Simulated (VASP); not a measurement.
A run of VASP 6.6.1:

Contents of INCAR:

```
PREC     = Accurate       # precision mode
ENCUT    = 520            # plane-wave cutoff, eV
EDIFF    = 1E-7           # SCF threshold, eV
ISMEAR   = 0              # smearing method
SIGMA    = 0.01           # smearing width, eV
LREAL    = False          # projectors in reciprocal space
LASPH    = True           # aspherical terms in the spheres
NELM     = 100            # most SCF steps
ALGO     = Normal         # electronic algorithm
ISIF     = 2              # what is computed and relaxed
LWAVE    = False          # write WAVECAR
LCHARG   = True           # write CHGCAR
LELF     = True           # ELF
LVHAR    = True         
NBANDS   = 16             # bands
```

The input KPOINTS:

```
Automatic mesh
0
Gamma
  9 9 9
```

Contents of POSCAR:

```
CaC2
1.0
    1.8507652688      1.0685398262      3.7880444199
   -1.8507652688      1.0685398262      3.7880444199
    0.0000000000     -2.1370796523      3.7880444199
Ca C
1 2
Direct
    0.0000000000      0.0000000000      0.0000000000
    0.5546307574      0.5546307574      0.5546307574
    0.4453692426      0.4453692426      0.4453692426
```

Potentials or basis: VASP PAW LDA potentials, release 64 (Ca_sv, C).

Launch:

```console
$ cat potpaw_LDA.64/Ca_sv/POTCAR potpaw_LDA.64/C/POTCAR > POTCAR
$ mpirun -np 1 vasp_std > vasp.out
```

Hardware: 1 thread of Intel(R) Xeon(R) Platinum 8488C (Sapphire Rapids), with other jobs on the host.

Estimate the wall time of this run.

Run time: 64 s on 1 thread of Intel(R) Xeon(R) Platinum 8488C (Sapphire Rapids), with other jobs on the host, peak memory 0.19 GiB. Counts: scf iterations 14, k points 85.
